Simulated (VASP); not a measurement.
# Fe (Fm-3m) in VASP: notebook

Runs on Fe. Level: r2SCAN. Tasks: single point.

Everything below comes from runs of VASP 6.6.1. Logs are shortened: lines on timing, memory, paths and dates and some standing lists are left out, and cuts for length are marked.

## Step 1: The cell of the first run

It takes space group Fm-3m (No. 225, cubic). The conventional cell has a = 3.413 Å, b = 3.413 Å, c = 3.413 Å, α = 90.00°, β = 90.00°, γ = 90.00°. Fe (site symmetry m-3m) has 12 Fe at 2.41 Å within 3.2 Å.

## Step 2: Single point, r2SCAN

POSCAR

```
Fe
1.0
    0.0000000000      1.7062696208      1.7062696208
    1.7062696208      0.0000000000      1.7062696208
    1.7062696208      1.7062696208      0.0000000000
Fe
1
Direct
    0.0000000000      0.0000000000      0.0000000000
```

INCAR.step1

```
PREC     = Accurate       # precision mode
ENCUT    = 520            # plane-wave cutoff, eV
ISMEAR   = -1             # smearing method
SIGMA    = 0.1            # smearing width, eV
LREAL    = F              # projectors in reciprocal space
LASPH    = T              # aspherical terms in the spheres
NELM     = 60             # most SCF steps
NBANDS   = 10             # bands
GGA      = PE             # functional
ALGO     = Normal         # electronic algorithm
EDIFF    = 1E-4           # SCF threshold, eV
LWAVE    = T              # write WAVECAR
LCHARG   = F              # write CHGCAR
```

INCAR.step2

```
PREC     = Accurate       # precision mode
ENCUT    = 520            # plane-wave cutoff, eV
EDIFF    = 1E-6           # SCF threshold, eV
ISMEAR   = -1             # smearing method
SIGMA    = 0.1            # smearing width, eV
LREAL    = F              # projectors in reciprocal space
LASPH    = T              # aspherical terms in the spheres
NELM     = 60             # most SCF steps
ALGO     = Normal         # electronic algorithm
ISIF     = 2              # what is computed and relaxed
LWAVE    = F              # write WAVECAR
LCHARG   = F              # write CHGCAR
METAGGA  = R2SCAN         # meta-GGA
LMIXTAU  = T            
NBANDS   = 10             # bands
ISTART   = 1
```

KPOINTS

```
Automatic mesh
0
Gamma
  26 26 26
```

Potentials or basis: VASP PAW PBE potentials, release 64 (Fe).

The run is started by

```bash
$ cat potpaw_PBE.64/Fe/POTCAR > POTCAR
$ cp INCAR.step1 INCAR
$ mpirun -np 1 vasp_std > vasp.out
$ cp INCAR.step2 INCAR
$ mpirun -np 1 vasp_std > vasp.out
```

OUTCAR:

```text
PREC = Accurate
   ENCUT = 520
   EDIFF = 1E-6
   ISMEAR = -1
   LREAL = F
   LASPH = T
   NELM = 60
   ISIF = 2
   METAGGA = R2SCAN
   ISTART = 1

 ion  position               nearest neighbor table
   1  0.000  0.000  0.000-

  LATTYP: Found a face centered cubic cell.
 ALAT       =     3.4125392416

  Lattice vectors:

 A1 = (   0.0000000000,   1.7062696208,   1.7062696208)
 A2 = (   1.7062696208,   0.0000000000,   1.7062696208)
 A3 = (   1.7062696208,   1.7062696208,   0.0000000000)

Analysis of symmetry for initial positions (statically):
=====================================================================
 Subroutine PRICEL returns:
 Original cell was already a primitive cell.

 Routine SETGRP: Setting up the symmetry group for a
 face centered cubic supercell.

 Subroutine GETGRP returns: Found 48 space group operations
 (whereof 48 operations were pure point group operations)
 out of a pool of 48 trial point group operations.

The static configuration has the point symmetry O_h .

Analysis of symmetry for dynamics (positions and initial velocities):
=====================================================================
 Subroutine PRICEL returns:
 Original cell was already a primitive cell.

 Routine SETGRP: Setting up the symmetry group for a
 face centered cubic supercell.

 Subroutine GETGRP returns: Found 48 space group operations
 (whereof 48 operations were pure point group operations)
 out of a pool of 48 trial point group operations.

The dynamic configuration has the point symmetry O_h .

 Subroutine INISYM returns: Found 48 space group operations
 (whereof 48 operations are pure point group operations),
 and found     1 'primitive' translations

----------------------------------------------------------------------------------------

                                     Primitive cell

  volume of cell :       9.9351

  direct lattice vectors                    reciprocal lattice vectors
     0.000000000  1.706269621  1.706269621    -0.293036923  0.293036923  0.293036923
     1.706269621  0.000000000  1.706269621     0.293036923 -0.293036923  0.293036923
     1.706269621  1.706269621  0.000000000     0.293036923  0.293036923 -0.293036923

  length of vectors
     2.413029639  2.413029639  2.413029639     0.507554840  0.507554840  0.507554840

  position of ions in fractional coordinates (direct lattice)
     0.000000000  0.000000000  0.000000000

  ion indices of the primitive-cell ions
   primitive index   ion index
                 1           1

----------------------------------------------------------------------------------------

 KPOINTS: Automatic mesh

Automatic generation of k-mesh.
 Grid dimensions read from file:
 generate k-points for:   26   26   26

 Generating k-lattice:

  Cartesian coordinates                     Fractional coordinates (reciprocal lattice)
    -0.011270651  0.011270651  0.011270651     0.038461538  0.000000000  0.000000000
     0.011270651 -0.011270651  0.011270651     0.000000000  0.038461538  0.000000000
     0.011270651  0.011270651 -0.011270651     0.000000000  0.000000000  0.038461538

  Length of vectors
     0.019521340  0.019521340  0.019521340

  Shift w.r.t. Gamma in fractional coordinates (k-lattice)
     0.000000000  0.000000000  0.000000000

 Subroutine IBZKPT returns following result:
 ===========================================

 Found    511 irreducible k-points:

 Following reciprocal coordinates:
            Coordinates               Weight
  0.000000  0.000000  0.000000      1.000000
  0.038462  0.000000  0.000000      8.000000
  0.076923  0.000000  0.000000      8.000000
  0.115385  0.000000  0.000000      8.000000
  0.153846  0.000000  0.000000      8.000000
  0.192308  0.000000  0.000000      8.000000
[... 16 lines left out ...]
  0.346154  0.038462  0.000000     24.000000
  0.384615  0.038462  0.000000     24.000000
 [... further k-points ...]
   k-points           NKPTS =    511   k-points in BZ     NKDIM =    511   number of bands    NBANDS=     10
   number of dos      NEDOS =    301   number of ions     NIONS =      1
   total plane-waves  NPLWV =   5832
   dimension x,y,z NGX =    18 NGY =   18 NGZ =   18
   dimension x,y,z NGXF=    36 NGYF=   36 NGZF=   36
   ions per type =               1
   NGX,Y,Z   is equivalent  to a cutoff of  12.40, 12.40, 12.40 a.u.
   NGXF,Y,Z  is equivalent  to a cutoff of  24.80, 24.80, 24.80 a.u.
 SYSTEM =  unknown system
   PREC   = accura    normal or accurate (medium, high low for compatibility)
   ISTART =      1    job   : 0-new  1-cont  2-samecut
   ICHARG =      0    charge: 1-file 2-atom 10-const
   ISPIN  =      1    spin polarized calculation?
   LNONCOLLINEAR =      F non collinear calculations
   LSORBIT =      F    spin-orbit coupling
   LASPH  =      T    aspherical Exc in radial PAW
   ENCUT  =  520.0 eV  38.22 Ry    6.18 a.u.   4.49  4.49  4.49*2*pi/ulx,y,z
   NELM   =     60;   NELMIN=  2; NELMDL=  0     # of ELM steps
   EDIFF  = 0.1E-05   stopping-criterion for ELM
   LREAL  =      F    real-space projection
   EDIFFG = 0.1E-04   stopping-criterion for IOM
   NSW    =      0    number of steps for IOM
   IBRION =     -1    ionic relax: 0-MD 1-quasi-New 2-CG
   NFREE  =      0    steps in history (QN), initial steepest desc. (CG)
   ISIF   =      2    stress and relaxation
   ISYM   =      2    0-nonsym 1-usesym 2-fastsym
   POTIM  = 0.5000    time-step for ionic-motion
   TEBEG  =    0.0;   TEEND  =   0.0 temperature during run
   PSTRESS=    0.0 pullay stress
   NELECT =       8.0000    total number of electrons
   NUPDOWN=      -1.0000    fix difference up-down
   EMIN   =  10.00;   EMAX   =-10.00  energy-range for DOS
   EFERMI =   0.00;   METHOD = LEGACY
   ISMEAR =    -1;   SIGMA  =   0.10  broadening in eV -4-tet -1-fermi 0-gaus
   EFERMI_NEDOS =   21; number of points for ismear=-14 and -15
   IALGO  =     38    algorithm
   IMIX   =      4    mixing-type and parameters
     AMIX     =   0.40;   BMIX     =  1.00
     AMIX_MAG =   1.60;   BMIX_MAG =  1.00
  volume/ion in A,a.u.               =       9.94        67.05
  Fermi-wavevector in a.u.,A,eV,Ry     =   1.523049  2.878145 31.561133  2.319678
  Thomas-Fermi vector in A             =   2.631545
   LORBIT       =      0    0 simple, 1 ext, 2 COOP (PROOUT), +10 PAW based schemes
   METAGGA = R2SCAN    functional components
   LHFCALC =     F    Hartree Fock is set to
   AEXX    =    0.0000 exact exchange contribution
   IVDW    =     0    specifies the selected vdW correction
   LEPSILON=     F    determine dielectric tensor
   LRPA    =     F    only Hartree local field effects (RPA)
 non-spin polarized calculation
  energy-cutoff  :      520.00
  volume of cell :        9.94
 maximum number of plane-waves:       283
 NGX is ok and might be reduce to    18
   NGX =  9   NGY =  9   NGZ =  9

 number of electron       8.0000005 magnetization

 Free energy of the ion-electron system (eV)
  ---------------------------------------------------
  ext. energy  EPLUGINS =         0.00000000
  ---------------------------------------------------
  free energy    TOTEN  =       -13.63320127 eV

  energy without entropy =      -13.58048165  energy(sigma->0) =      -13.60684146

 E-fermi :   6.9859     XC(G=0): -15.2141

 val. band max:        6.9836012316   @ k =   0.4615   0.3077   0.0769
 cond. band min:       6.9861901830   @ k =  -0.3846   0.3846   0.1154
 fundamental gap:      0.0025889514
 Fermi energy:         6.9858501366

 k-point     1 :       0.0000    0.0000    0.0000
  band No.  band energies     occupation
      1      -2.5108      2.00000
      2       5.2519      2.00000
      3       5.2519      2.00000
      4       5.2519      2.00000
      5       6.8977      1.41410
      6       6.8977      1.41410
      7      31.6094      0.00000
      8      37.7959      0.00000
      9      37.7959      0.00000
     10      37.7959      0.00000

 k-point     2 :       0.0385    0.0000    0.0000
  band No.  band energies     occupation
      1      -2.4431      2.00000
      2       5.2251      2.00000
      3       5.2722      2.00000
      4       5.2722      2.00000
      5       6.8876      1.45518
      6       6.8876      1.45518
      7      31.5461      0.00000
      8      36.8062      0.00000
      9      37.6990      0.00000
     10      37.6990      0.00000

 k-point     3 :       0.0769    0.0000    0.0000
  band No.  band energies     occupation
      1      -2.2418      2.00000
      2       5.1486      2.00000
      3       5.3294      2.00000
      4       5.3294      2.00000
      5       6.8612      1.55349
      6       6.8612      1.55348
      7      31.2641      0.00000
      8      35.1551      0.00000
      9      37.4586      0.00000
     10      37.4586      0.00000

 k-point     4 :       0.1154    0.0000    0.0000
  band No.  band energies     occupation
      1      -1.9136      2.00000
      2       5.0333      2.00000
      3       5.4113      2.00000
      4       5.4113      2.00000
      5       6.8311      1.64924
      6       6.8311      1.64923
      7      30.4689      0.00000
      8      33.8524      0.00000
      9      37.1620      0.00000
     10      37.1620      0.00000

 k-point     5 :       0.1538    0.0000    0.0000
  band No.  band energies     occupation
      1      -1.4701      2.00000
      2       4.8974      2.00000
      3       5.4952      2.00000
      4       5.4953      2.00000
      5       6.8198      1.68059
      6       6.8198      1.68058
      7      29.0135      0.00000
      8      33.1414      0.00000
      9      36.8676      0.00000
     10      36.8676      0.00000

 k-point     6 :       0.1923    0.0000    0.0000
  band No.  band energies     occupation
      1      -0.9311      2.00000
      2       4.7662      2.00000
      3       5.5510      2.00000
      4       5.5511      2.00000
      5       6.8570      1.56782
      6       6.8570      1.56781
      7      27.2170      0.00000
      8      32.7039      0.00000
      9      36.6037      0.00000
     10      36.6037      0.00000
[... 183 lines left out ...]
 k-point    21 :       0.2692    0.0385    0.0000
  band No.  band energies     occupation
      1       0.1371      2.00000
      2       4.6134      2.00000
      3       5.5173      2.00000
      4       5.5617      2.00000
      5       6.9614      1.12174
      6       7.2172      0.18010
      7      24.1223      0.00000
      8      31.7892      0.00000
      9      34.9196      0.00000
     10      37.8572      0.00000

 k-point    22 :       0.3077    0.0385    0.0000
  band No.  band energies     occupation
      1       0.7242      2.00000
      2       4.6933      2.00000
      3       5.4302      2.00000
      4       5.4959      2.00000
      5       7.1941      0.22160
      6       7.4097      0.02845
      7      22.2938      0.00000
      8      31.3617      0.00000
      9      34.7430      0.00000
     10      37.6865      0.00000

 k-point    23 :       0.3462    0.0385    0.0000
  band No.  band energies     occupation
      1       1.2021      2.00000
      2       4.9526      2.00000
      3       5.3335      2.00000
      4       5.4115      2.00000
      5       7.4581      0.01763
      6       7.6126      0.00379
      7      20.5584      0.00000
      8      30.9466      0.00000
      9      34.6408      0.00000
     10      37.3964      0.00000

 k-point    24 :       0.3846    0.0385    0.0000
  band No.  band energies     occupation
      1       1.5200      2.00000
      2       5.2200      2.00000
      3       5.3258      2.00000
      4       5.4268      2.00000
      5       7.7313      0.00116
      6       7.7992      0.00059
      7      18.9644      0.00000
      8      30.5762      0.00000
      9      34.6225      0.00000
     10      36.9009      0.00000

 [... further k-points ...]
[... 5 lines left out ...]
  --------------------------------------------------------------------------------------
  -------------------------------------------------------------------------------------
  Total        0.0353722      0.0353722      0.0353722      0.0000000     -0.0000000      0.0000000
  in kB        5.7042698      5.7042698      5.7042698      0.0000000     -0.0000000      0.0000000
  external PRESSURE =       5.7042698 kB  Pullay stress =       0.0000000 kB

 VOLUME and BASIS-vectors are now :
 -----------------------------------------------------------------------------
  energy-cutoff  :      520.00
  volume of cell :        9.94
      direct lattice vectors                 reciprocal lattice vectors
     0.000000000  1.706269621  1.706269621    -0.293036923  0.293036923  0.293036923
     1.706269621  0.000000000  1.706269621     0.293036923 -0.293036923  0.293036923
     1.706269621  1.706269621  0.000000000     0.293036923  0.293036923 -0.293036923

 POSITION                                       TOTAL-FORCE (eV/Angst)
 -----------------------------------------------------------------------------------
      0.00000      0.00000      0.00000         0.000000      0.000000      0.000000
 -----------------------------------------------------------------------------------
    total drift:                                0.000000     -0.000000     -0.000000

  FREE ENERGIE OF THE ION-ELECTRON SYSTEM (eV)
  ---------------------------------------------------
  free  energy   TOTEN  =       -13.6332012705 eV

  energy  without entropy=      -13.5804816480  energy(sigma->0) =      -13.60684146
```

It took 90 s on 1 thread of Intel Xeon Platinum 8488C (Sapphire Rapids), shared host; peak memory 0.17 GiB.

Results:

```yaml
Free_energy: -13.6332 eV
Pressure: 0.6 GPa
Band_gap_on_the_k_mesh: zero (band 4 reaches 8.37 eV, above the bottom of band 5 at 6.07 eV)
```

Caveat: the PAW data sets were made with another functional, which shifts forces and pressure a little; the run has no spin polarisation, though such a crystal can be magnetic.

[end of part 1 of 2]
